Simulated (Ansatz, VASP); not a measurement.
One calculation of C, two programs

Contents of INCAR:

```
SYSTEM = C
ALGO = Normal ; EDIFF = 1E-6
ENCUT = 520 ; GGA = PE
ISIF = 2 ; ISMEAR = -1
LASPH = .TRUE. ; LCHARG = .TRUE.
LELF = .TRUE. ; LREAL = .FALSE.
LVHAR = .TRUE. ; LWAVE = .FALSE.
NBANDS = 16 ; NELM = 60
PREC = Accurate ; SIGMA = 0.02
```

KPOINTS

```
k-points
0
G
  12 12 12
  0 0 0
```

Contents of POSCAR:

```
C
1.0
    1.2275048185      0.7087002374      6.9141828450
   -1.2275048185      0.7087002374      6.9141828450
    0.0000000000     -1.4174004748      6.9141828450
C
4
Direct
    0.9191131635      0.9191131635      0.9191131635
    0.2524460551      0.2524460551      0.2524460551
    0.7475539449      0.7475539449      0.7475539449
    0.0808868365      0.0808868365      0.0808868365
```

Input for Ansatz:

```yaml
crystal:
  lattice:
    - [1.2275048185, 0.7087002374, 6.914182845]
    - [-1.2275048185, 0.7087002374, 6.914182845]
    - [0.0, -1.4174004748, 6.914182845]
  atoms:
    - { symbol: C, position: [0.9191131635, 0.9191131635, 0.9191131635] }
    - { symbol: C, position: [0.2524460551, 0.2524460551, 0.2524460551] }
    - { symbol: C, position: [0.7475539449, 0.7475539449, 0.7475539449] }
    - { symbol: C, position: [0.0808868365, 0.0808868365, 0.0808868365] }
kpoints:
  mp_grid: { grid: [12, 12, 12] }
  band_path:
    path:
      - [[0.0, 0.0, 0.0], [0.5, 0.5, 0.5], [0.8263292359313, 0.1736707640687, 0.5]]
      - [[0.5, -0.1736707640687, 0.1736707640687], [0.5, 1.954497244323e-16, 5.804274603975e-17], [0.0, 0.0, 0.0], [0.3368353820344, -0.3368353820344, -3.683605380302e-17]]
      - [[0.6631646179656, 1.265260357519e-16, 0.3368353820344], [0.5, -3.150615400781e-17, 0.5], [0.0, 0.0, 0.0]]
    npoints: 10
hamiltonian:
  xc: pbe
scf:
  occupations: { method: fermi_dirac, width: 0.02 }
  n_extra_bands: 5
output:
  forces: true
  stress: true
  eigenvalues: true
  write_density: true
  write_potential: true
  elf: true
  volumetric_format: npy
```

Alike in both runs: task single point; functional PBE; k mesh 12 × 12 × 12; occupations fermi-dirac, width 0.02 eV; no spin polarisation.

|  | VASP | Ansatz |
| --- | --- | --- |
| version | VASP 6.6.1 | Ansatz 0.2.0 |
| potentials or method | VASP PAW PBE potentials, release 64 (C) | plane waves, PAW |
| plane-wave cutoff (eV) | 520 | 420 |
| valence electrons in the cell | 16 | 16 |

Ansatz gave:

* pressure (GPa): 4.6
* traceless stress, the component that is largest in VASP (GPa): -1.55
* rms of the force components (eV/Å): 0.009

Task: What did VASP give for the same quantities?

Result: Pressure (GPa): 5.0; traceless stress, the component that is largest in VASP (GPa): -2.07; rms of the force components (eV/Å): 0.009.

Atom by atom the forces differ by 0.000 eV/Å (rms over components). With one functional, cell and mesh, what is left measures potentials, basis and numerics.
